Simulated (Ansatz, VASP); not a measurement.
BAs in VASP and in Ansatz

```
B As
1.0
     3.35626    0.00000    0.00000
    -1.67813    2.90660    0.00000
     0.00000    0.00000   23.80000
B As
1 1
Direct
  0.33333 0.66667 0.29412
  0.66667 0.33333 0.29412
```

Alike in both runs: functional PBEsol; dispersion D4; k mesh 12 × 12 × 1; occupations gaussian, width 0.03 eV; no spin polarisation.

Ansatz relaxed the structure, and its values are those at the end. VASP's run is a single point on that final structure, the one shown.

|  | VASP | Ansatz |
| --- | --- | --- |
| version | VASP 6.6.1 | Ansatz 0.2.0 |
| potentials or method | VASP PAW PBE potentials, release 64 (B, As), cutoff 420 eV | scalar-relativistic, plane waves, PAW |
| valence electrons in the cell | 8 | 18 |

|  | VASP | Ansatz | Ansatz less VASP |
| --- | --- | --- | --- |
| gap on the k mesh at the Fermi level (eV) | 0.73 | 0.74 | +0.012 |
| least direct gap on the mesh (eV) | 0.73 | 0.74 | +0.012 |

VASP's potentials were made for PBE, not for PBEsol, and Ansatz warns of the same on its side. VASP's potentials hold 8 valence electrons a cell and Ansatz's 18, so a difference there can come from the potentials and not from the codes. Ansatz's warnings: slab cell height set, structure snapped to symmetry.
